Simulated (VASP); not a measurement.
# RbZn2 (P4/nmm) in VASP: notebook

Runs on RbZn2. Level: PBE. Tasks: single point, relaxation of cell and atoms.

Program: VASP 6.6.1. These are calculated values, not measurements. Logs are shortened: lines on timing, memory, paths and dates and some standing lists are left out, and cuts for length are marked.

### Step 1. The cell of the first run

Symmetry: P4/nmm, No. 129, tetragonal system. The conventional cell has a = 4.838 Å, b = 4.838 Å, c = 8.222 Å, α = 90.00°, β = 90.00°, γ = 90.00°. Within 4.7 Å of Rb (site symmetry 4mm) lie 10 Zn at 3.60 to 4.55 Å and 4 Rb at 4.47 Å. Within 3.5 Å of Zn (site symmetry -4m2) lie 8 Zn at 2.62 to 3.42 Å. Within 3.5 Å of Zn (site symmetry 4mm) lie 4 Zn at 2.62 Å.

### Step 2. Single point, PBE

The input, INCAR:

```
SYSTEM = RbZn2
ALGO = Normal
EDIFF = 1E-7
ENCUT = 520
GGA = PE
ISIF = 2
ISMEAR = 0
LASPH = .TRUE.
LCHARG = .FALSE.
LREAL = .FALSE.
LWAVE = .FALSE.
NBANDS = 42
NELM = 100
PREC = Accurate
SIGMA = 0.1
```

The input, KPOINTS:

```
k-points
0
G
  4 4 4
  0 0 0
```

The input, POSCAR:

```
RbZn2
1.0
    4.8380774395      0.0000000000      0.0000000000
    0.0000000000      4.8380774395      0.0000000000
    0.0000000000      0.0000000000      8.2219971244
Rb Zn
2 4
Direct
    0.0000000000      0.5000000000      0.6752042113
    0.5000000000      0.0000000000      0.3247957887
    0.0000000000      0.0000000000      0.0000000000
    0.5000000000      0.5000000000      0.0000000000
    0.0000000000      0.5000000000      0.1212324797
    0.5000000000      0.0000000000      0.8787675203
```

Potentials or basis: VASP PAW PBE potentials, release 64 (Rb_sv, Zn).

Started as:

```sh
$ cat potpaw_PBE.64/Rb_sv/POTCAR potpaw_PBE.64/Zn/POTCAR > POTCAR
$ mpirun -np 1 vasp_std > vasp.out
```

OUTCAR:

```text
SYSTEM = RbZn2
   EDIFF = 1E-7
   ENCUT = 520
   GGA = PE
   ISIF = 2
   ISMEAR = 0
   LASPH = .TRUE.
   LREAL = .FALSE.
   NELM = 100
   PREC = Accurate

 ion  position               nearest neighbor table
   1  0.000  0.500  0.675-   3 3.60   4 3.60   3 3.60   4 3.60   5 3.67   6 3.81   6 3.81   6 3.81
                             6 3.81   2 4.47   2 4.47   2 4.47   2 4.47
   2  0.500  0.000  0.325-   3 3.60   4 3.60   4 3.60   3 3.60   6 3.67   5 3.81   5 3.81   5 3.81
                             5 3.81   1 4.47   1 4.47   1 4.47   1 4.47
   3  0.000  0.000  0.000-   5 2.62   6 2.62   5 2.62   6 2.62   1 3.60   1 3.60   2 3.60   2 3.60

   4  0.500  0.500  0.000-   5 2.62   6 2.62   6 2.62   5 2.62   2 3.60   1 3.60   1 3.60   2 3.60

   5  0.000  0.500  0.121-   3 2.62   4 2.62   3 2.62   4 2.62   1 3.67   2 3.81   2 3.81   2 3.81
                             2 3.81
   6  0.500  0.000  0.879-   3 2.62   4 2.62   4 2.62   3 2.62   2 3.67   1 3.81   1 3.81   1 3.81
                             1 3.81

  LATTYP: Found a simple tetragonal cell.
 ALAT       =     4.8380774395
 C/A-ratio  =     1.6994347914

  Lattice vectors:

 A1 = (   4.8380774395,   0.0000000000,   0.0000000000)
 A2 = (   0.0000000000,   4.8380774395,   0.0000000000)
 A3 = (   0.0000000000,   0.0000000000,   8.2219971244)

Analysis of symmetry for initial positions (statically):
=====================================================================
 Subroutine PRICEL returns:
 Original cell was already a primitive cell.

 Routine SETGRP: Setting up the symmetry group for a
 simple tetragonal supercell.

 Subroutine GETGRP returns: Found 16 space group operations
 (whereof  8 operations were pure point group operations)
 out of a pool of 16 trial point group operations.

The static configuration has the point symmetry D_2d.
 The point group associated with its full space group is D_4h.

Analysis of symmetry for dynamics (positions and initial velocities):
=====================================================================
 Subroutine PRICEL returns:
 Original cell was already a primitive cell.

 Routine SETGRP: Setting up the symmetry group for a
 simple tetragonal supercell.

 Subroutine GETGRP returns: Found 16 space group operations
 (whereof  8 operations were pure point group operations)
 out of a pool of 16 trial point group operations.

The dynamic configuration has the point symmetry D_2d.
[... 102 lines left out ...]
   LREAL  =      F    real-space projection
   EDIFFG = 0.1E-05   stopping-criterion for IOM
   NSW    =      0    number of steps for IOM
   IBRION =     -1    ionic relax: 0-MD 1-quasi-New 2-CG
   NFREE  =      0    steps in history (QN), initial steepest desc. (CG)
   ISIF   =      2    stress and relaxation
   ISYM   =      2    0-nonsym 1-usesym 2-fastsym
   POTIM  = 0.5000    time-step for ionic-motion
   TEBEG  =    0.0;   TEEND  =   0.0 temperature during run
   PSTRESS=    0.0 pullay stress
   NELECT =      66.0000    total number of electrons
   NUPDOWN=      -1.0000    fix difference up-down
   EMIN   =  10.00;   EMAX   =-10.00  energy-range for DOS
   EFERMI =   0.00;   METHOD = LEGACY
   ISMEAR =     0;   SIGMA  =   0.10  broadening in eV -4-tet -1-fermi 0-gaus
   EFERMI_NEDOS =   21; number of points for ismear=-14 and -15
   IALGO  =     38    algorithm
   IMIX   =      4    mixing-type and parameters
     AMIX     =   0.40;   BMIX     =  1.00
     AMIX_MAG =   1.60;   BMIX_MAG =  1.00
  volume/ion in A,a.u.               =      32.08       216.46
  Fermi-wavevector in a.u.,A,eV,Ry     =   1.145905  2.165446 17.865777  1.313098
  Thomas-Fermi vector in A             =   2.282591
   LORBIT       =      0    0 simple, 1 ext, 2 COOP (PROOUT), +10 PAW based schemes
   GGA     = PE    functional components
   LHFCALC =     F    Hartree Fock is set to
   AEXX    =    0.0000 exact exchange contribution
   IVDW    =     0    specifies the selected vdW correction
   LEPSILON=     F    determine dielectric tensor
   LRPA    =     F    only Hartree local field effects (RPA)
 non-spin polarized calculation
 Gauss-broadening in eV      SIGMA  =   0.10
  energy-cutoff  :      520.00
  volume of cell :      192.45
 maximum number of plane-waves:      5220
 NGX is ok and might be reduce to    36
   NGX = 17   NGY = 17   NGZ = 31

 number of electron      66.0000077 magnetization

 Free energy of the ion-electron system (eV)
  ---------------------------------------------------
  ext. energy  EPLUGINS =         0.00000000
  ---------------------------------------------------
  free energy    TOTEN  =        -5.81681426 eV

  energy without entropy =       -5.80507600  energy(sigma->0) =       -5.81094513

 E-fermi :   0.9898     XC(G=0):  -8.0507

 val. band max:        0.9881620352   @ k =   0.5000   0.2500   0.0000
 cond. band min:       1.0282308734   @ k =   0.0000   0.0000   0.5000
 fundamental gap:      0.0400688382
 Fermi energy:         0.9897777695

 k-point     1 :       0.0000    0.0000    0.0000
  band No.  band energies     occupation
      1     -27.0757      2.00000
      2     -27.0611      2.00000
      3     -11.3073      2.00000
      4     -11.2010      2.00000
      5     -11.2010      2.00000
      6     -11.1630      2.00000
[... 799 lines left out ...]
     41       6.3118      0.00000
     42       6.3118      0.00000

------------------------ aborting loop because EDIFF is reached ----------------------------------------

  FORCE on cell =-STRESS in cart. coord.  units (eV):
  Direction    XX          YY          ZZ          XY          YZ          ZX
  --------------------------------------------------------------------------------------
  -------------------------------------------------------------------------------------
  Total        0.0777495      0.0777495      0.0898073      0.0000000     -0.0000000      0.0000000
  in kB        0.6472699      0.6472699      0.7476512      0.0000000     -0.0000000      0.0000000
  external PRESSURE =       0.6807303 kB  Pullay stress =       0.0000000 kB

 VOLUME and BASIS-vectors are now :
 -----------------------------------------------------------------------------
  energy-cutoff  :      520.00
  volume of cell :      192.45
      direct lattice vectors                 reciprocal lattice vectors
     4.838077440  0.000000000  0.000000000     0.206693674  0.000000000  0.000000000
     0.000000000  4.838077440  0.000000000     0.000000000  0.206693674  0.000000000
     0.000000000  0.000000000  8.221997124     0.000000000  0.000000000  0.121624951

 POSITION                                       TOTAL-FORCE (eV/Angst)
 -----------------------------------------------------------------------------------
      0.00000      2.41904      5.55153         0.000000      0.000000      0.000095
      2.41904      0.00000      2.67047        -0.000000      0.000000     -0.000095
      0.00000      0.00000      0.00000         0.000000      0.000000      0.000000
      2.41904      2.41904      0.00000         0.000000     -0.000000      0.000000
      0.00000      2.41904      0.99677        -0.000000      0.000000      0.015959
      2.41904      0.00000      7.22522         0.000000      0.000000     -0.015959
 -----------------------------------------------------------------------------------
    total drift:                                0.000000      0.000000      0.000000

  FREE ENERGIE OF THE ION-ELECTRON SYSTEM (eV)
  ---------------------------------------------------
  free  energy   TOTEN  =        -5.8168142594 eV

  energy  without entropy=       -5.8050760017  energy(sigma->0) =       -5.81094513
```

Wall time 58 s (1 thread of Intel Xeon 6975P-C (Granite Rapids), shared host); peak memory 0.33 GiB.

What came out:

- Free energy: -5.8168 eV
- Pressure: 0.1 GPa
- Largest force: 0.016 eV/Å
- Band gap on the k mesh: zero (band 33 reaches 1.94 eV, above the bottom of band 34 at 0.42 eV)

Forces in eV/Å, atoms in the order of the input:
```
Rb   0.000  0.000  0.000
Rb   0.000  0.000  0.000
Zn   0.000  0.000  0.000
Zn   0.000  0.000  0.000
Zn   0.000  0.000  0.016
Zn   0.000  0.000 -0.016
```

### Step 3. Relaxation of cell and atoms, PBE

This run uses another cell than the first one, of 21.33 Å³/atom, 0.665 times its volume.

The input, INCAR:

```
  ALGO = Normal
  EDIFF = 1E-6
  EDIFFG = -0.04
  ENCUT = 600
  GGA = PE
  IBRION = 2
  ISIF = 3
  ISMEAR = 0
  LASPH = T
  LCHARG = F
  LREAL = F
  LWAVE = F
  NELM = 100
  NSW = 90
  PREC = Accurate
  SIGMA = 0.1
```

The input, KPOINTS:

```
k-points
0
Gamma
  4 4 4
```

The input, POSCAR:

```
RbZn2
1.0
    4.3777219487      0.0000000000      0.0000000000
    0.0000000000      4.3777219487      0.0000000000
    0.0000000000      0.0000000000      6.6795351677
Rb Zn
2 4
Direct
    0.0000000000      0.5000000000      0.7000000000
    0.5000000000      0.0000000000      0.3000000000
    0.0000000000      0.0000000000      0.0000000000
    0.5000000000      0.5000000000      0.0000000000
    0.0000000000      0.5000000000      0.2700000000
    0.5000000000      0.0000000000      0.7300000000
```

Potentials or basis: VASP PAW PBE potentials, release 64 (Rb_sv, Zn).

Started as:

```sh
$ cat potpaw_PBE.64/Rb_sv/POTCAR potpaw_PBE.64/Zn/POTCAR > POTCAR
$ mpirun -np 1 vasp_std > vasp.out
```

Run time: 11 min. Hardware: 1 thread of Intel Xeon 6975P-C (Granite Rapids), shared host; peak memory 0.31 GiB.

It converged, with:

* Free energy: -5.7985 eV
* Relaxed volume: 31.27 Å³/atom
* Relaxed cell: a = 4.786 Å, b = 4.786 Å, c = 8.190 Å, α = 90.00°, β = 90.00°, γ = 90.00°
* Space group after relaxing (to 0.05 Å): P4/nmm (No. 129)
* Energy gained by relaxing: 629.4 meV/atom
* Ionic steps: 22
* Pressure after relaxing: 0.0 GPa
* Largest force after relaxing: 0.030 eV/Å
* Band gap on the k mesh: zero (band 33 reaches 2.12 eV, above the bottom of band 34 at 0.62 eV)

Forces in eV/Å, atoms in the order of the input:
```
Rb   0.000  0.000 -0.012
Rb   0.000  0.000  0.012
Zn   0.000  0.000  0.000
Zn   0.000  0.000  0.000
Zn   0.000  0.000 -0.030
Zn   0.000  0.000  0.030
```

The path:
```tsv
step	energy change (eV)	largest force (eV/Å)	pressure (GPa)	volume (Å³)
1	0.0000	1.4873	15.92	128.01
2	-2.4163	0.8975	2.63	171.39
3	-2.6411	0.7575	0.80	187.48
4	-2.6350	0.5419	-1.28	222.57
5	-2.7018	0.6468	-0.36	204.09
6	-2.7020	0.6575	-0.36	202.33
7	-2.6949	0.6926	0.03	197.21
8	-2.7010	0.6686	-0.15	200.62
9	-2.7543	0.6693	-0.17	199.34
10	-2.9155	0.6857	-0.19	195.51
11	-3.2437	0.6865	-0.11	187.90
12	-3.6741	0.2806	1.66	172.89
13	-3.7408	0.0656	0.79	179.69
14	-3.7543	0.1043	0.17	186.06
15	-3.7548	0.0824	0.24	185.15
16	-3.7620	0.0713	0.08	186.40
17	-3.7684	0.0704	-0.21	188.74
18	-3.7724	0.0573	-0.03	187.37
19	-3.7732	0.0487	0.10	186.43
20	-3.7744	0.0472	0.05	187.09
21	-3.7754	0.0479	-0.08	188.17
22	-3.7763	0.0301	-0.01	187.61
```

Final structure:
```cif
data_structure
_symmetry_space_group_name_H-M 'P 1'
_symmetry_Int_Tables_number 1
_cell_length_a 4.7860
_cell_length_b 4.7860
_cell_length_c 8.1901
_cell_angle_alpha 90.000
_cell_angle_beta 90.000
_cell_angle_gamma 90.000
_cell_volume 187.61
loop_
_atom_site_label
_atom_site_type_symbol
_atom_site_fract_x
_atom_site_fract_y
_atom_site_fract_z
_atom_site_occupancy
Rb1 Rb 0.00000 0.50000 0.66930 1
Rb2 Rb 0.50000 0.00000 0.33070 1
Zn1 Zn 0.00000 0.00000 0.00000 1
Zn2 Zn 0.50000 0.50000 0.00000 1
Zn3 Zn 0.00000 0.50000 0.13870 1
Zn4 Zn 0.50000 0.00000 0.86130 1
```

Levels at points of the mesh, in eV from the Fermi level:
```csv
k point,band 30,band 31,band 32,band 33,band 34,band 35,band 36,band 37
"(0.00, 0.00, 0.00)",-3.30,-1.09,-0.48,-0.43,-0.43,1.97,2.62,2.69
"(0.50, 0.00, 0.00)",-5.29,-1.35,-1.35,0.66,0.66,1.13,1.13,2.13
"(0.50, 0.50, 0.00)",-3.95,-3.65,-3.65,0.38,0.38,0.57,0.57,2.30
"(0.00, 0.00, 0.50)",-3.61,-0.45,-0.45,-0.43,-0.21,0.40,1.84,2.71
"(0.50, 0.00, 0.50)",-5.27,-1.59,-1.59,1.06,1.06,1.59,1.59,1.95
"(0.50, 0.50, 0.50)",-3.88,-3.65,-3.65,0.07,0.07,0.42,0.42,2.39
```

Caveat: the volume moved by over 15 % at a fixed basis, so the end points are rough.

### Step 4. Single point, PBE

This run uses another cell than the first one, of 33.06 Å³/atom, 1.031 times its volume.

The input, INCAR:

```
SYSTEM = RbZn2
PREC = Accurate
ENCUT = 520
EDIFF = 1E-6
ISMEAR = 0
SIGMA = 0.1
LREAL = .False.
LASPH = .True.
NELM = 100
ALGO = Normal
ISIF = 2
LWAVE = .False.
LCHARG = .False.
GGA = PE
NBANDS = 42
```

The input, KPOINTS:

```
regular mesh
0
Gamma
  8 8 6
  0 0 0
```

The input, POSCAR:

```
RbZn2
1.0
    4.7047705688      0.0000000000      0.0000000000
    0.0000000000      4.7047705688      0.0000000000
    0.0000000000      0.0000000000      8.9605197978
Rb Zn
2 4
Direct
    0.0000000000      0.5000000000      0.6858101627
    0.5000000000      0.0000000000      0.3141898373
    0.0000000000      0.0000000000      0.0000000000
    0.5000000000      0.5000000000      0.0000000000
    0.0000000000      0.5000000000      0.1263172651
    0.5000000000      0.0000000000      0.8736827349
```

Potentials or basis: VASP PAW PBE potentials, release 64 (Rb_sv, Zn).

Started as:

```sh
$ cat potpaw_PBE.64/Rb_sv/POTCAR potpaw_PBE.64/Zn/POTCAR > POTCAR
$ mpirun -np 1 vasp_std > vasp.out
```

OUTCAR:

```text
SYSTEM = RbZn2
   PREC = Accurate
   ENCUT = 520
   EDIFF = 1E-6
   ISMEAR = 0
   LREAL = .False.
   LASPH = .True.
   NELM = 100
   ISIF = 2
   GGA = PE

 ion  position               nearest neighbor table
   1  0.000  0.500  0.686-   3 3.67   4 3.67   3 3.67   4 3.67   6 3.73   6 3.73   6 3.73   6 3.73
                             5 3.95   2 4.71   2 4.71   2 4.71   2 4.71
   2  0.500  0.000  0.314-   3 3.67   4 3.67   4 3.67   3 3.67   5 3.73   5 3.73   5 3.73   5 3.73
                             6 3.95   1 4.71   1 4.71   1 4.71   1 4.71
   3  0.000  0.000  0.000-   5 2.61   6 2.61   5 2.61   6 2.61   1 3.67   1 3.67   2 3.67   2 3.67

   4  0.500  0.500  0.000-   5 2.61   6 2.61   6 2.61   5 2.61   2 3.67   1 3.67   1 3.67   2 3.67

   5  0.000  0.500  0.126-   3 2.61   4 2.61   3 2.61   4 2.61   2 3.73   2 3.73   2 3.73   2 3.73
                             1 3.95
   6  0.500  0.000  0.874-   3 2.61   4 2.61   4 2.61   3 2.61   1 3.73   1 3.73   1 3.73   1 3.73
                             2 3.95

  LATTYP: Found a simple tetragonal cell.
 ALAT       =     4.7047705688
 C/A-ratio  =     1.9045604173

  Lattice vectors:

[... 193 lines left out ...]
 fundamental gap:      0.0193531110
 Fermi energy:         1.0124232104

 k-point     1 :       0.0000    0.0000    0.0000
  band No.  band energies     occupation
      1     -27.1514      2.00000
      2     -27.1438      2.00000
      3     -11.3740      2.00000
      4     -11.2550      2.00000
      5     -11.2437      2.00000
      6     -11.2437      2.00000
[... 1069 lines left out ...]
     41       4.9110      0.00000
     42       4.9110      0.00000

 [... further k-points ...]

------------------------ aborting loop because EDIFF is reached ----------------------------------------

  FORCE on cell =-STRESS in cart. coord.  units (eV):
  Direction    XX          YY          ZZ          XY          YZ          ZX
  --------------------------------------------------------------------------------------
  -------------------------------------------------------------------------------------
  Total        0.0806637      0.0806637      0.0889130      0.0000000      0.0000000      0.0000000
  in kB        0.6515960      0.6515960      0.7182338      0.0000000      0.0000000      0.0000000
  external PRESSURE =       0.6738086 kB  Pullay stress =       0.0000000 kB

 VOLUME and BASIS-vectors are now :
 -----------------------------------------------------------------------------
  energy-cutoff  :      520.00
  volume of cell :      198.34
      direct lattice vectors                 reciprocal lattice vectors
     4.704770569  0.000000000  0.000000000     0.212550216  0.000000000  0.000000000
     0.000000000  4.704770569  0.000000000     0.000000000  0.212550216  0.000000000
     0.000000000  0.000000000  8.960519798     0.000000000  0.000000000  0.111600669

 POSITION                                       TOTAL-FORCE (eV/Angst)
 -----------------------------------------------------------------------------------
      0.00000      2.35239      6.14522        -0.000000     -0.000000     -0.004309
      2.35239      0.00000      2.81530         0.000000      0.000000      0.004309
      0.00000      0.00000      0.00000         0.000000      0.000000      0.000000
      2.35239      2.35239      0.00000         0.000000      0.000000      0.000000
      0.00000      2.35239      1.13187        -0.000000      0.000000      0.014693
      2.35239      0.00000      7.82865         0.000000      0.000000     -0.014693
 -----------------------------------------------------------------------------------
    total drift:                                0.000000      0.000000      0.000000

  FREE ENERGIE OF THE ION-ELECTRON SYSTEM (eV)
  ---------------------------------------------------
  free  energy   TOTEN  =        -5.9422349953 eV

  energy  without entropy=       -5.9356904488  energy(sigma->0) =       -5.93896272
```

OSZICAR:

```text
N       E                     dE             d eps       ncg     rms          rms(c)
DAV:   1     0.504321137942E+03    0.50432E+03   -0.30284E+04  5040   0.173E+03
DAV:   2     0.525773937108E+02   -0.45174E+03   -0.43219E+03  5064   0.391E+02
DAV:   3    -0.247766296592E+01   -0.55055E+02   -0.54496E+02  5762   0.140E+02
DAV:   4    -0.635276485513E+01   -0.38751E+01   -0.38658E+01  7340   0.246E+01
DAV:   5    -0.641063698128E+01   -0.57872E-01   -0.57850E-01  6888   0.278E+00    0.515E+00
DAV:   6    -0.602072634743E+01    0.38991E+00   -0.15060E+00  5888   0.130E+01    0.330E+00
DAV:   7    -0.594809396966E+01    0.72632E-01   -0.18048E-01  5918   0.304E+00    0.156E+00
DAV:   8    -0.594058773533E+01    0.75062E-02   -0.61256E-02  5972   0.286E+00    0.383E-01
DAV:   9    -0.594150258175E+01   -0.91485E-03   -0.16012E-02  7030   0.209E+00    0.159E-01
DAV:  10    -0.594213025221E+01   -0.62767E-03   -0.31931E-03  5774   0.831E-01    0.716E-02
DAV:  11    -0.594214303914E+01   -0.12787E-04   -0.88213E-04  5820   0.275E-01    0.392E-02
DAV:  12    -0.594223148450E+01   -0.88445E-04   -0.21304E-04  5930   0.136E-01    0.171E-02
DAV:  13    -0.594223234347E+01   -0.85898E-06   -0.23838E-05  6056   0.107E-01    0.718E-03
DAV:  14    -0.594223480981E+01   -0.24663E-05   -0.96455E-06  5364   0.180E-02    0.357E-03
DAV:  15    -0.594223499528E+01   -0.18547E-06   -0.24433E-06  4520   0.178E-02
   1 F= -.59422350E+01 E0= -.59389627E+01  d E =-.654455E-02
```

It took 3 min on 1 thread of Intel Xeon 6975P-C (Granite Rapids), shared host; peak memory 0.53 GiB.

What came out:

```
Free energy            : -5.9422 eV
Pressure               : 0.1 GPa
Largest force          : 0.015 eV/Å
Band gap on the k mesh : zero (band 33 reaches 2.11 eV, above the bottom of band 34 at 0.62 eV)
```

Forces in eV/Å, atoms in the order of the input:
```
Rb   0.000  0.000 -0.004
Rb   0.000  0.000  0.004
Zn   0.000  0.000  0.000
Zn   0.000  0.000  0.000
Zn   0.000  0.000  0.015
Zn   0.000  0.000 -0.015
```

(Continued in part 2 of 2.)
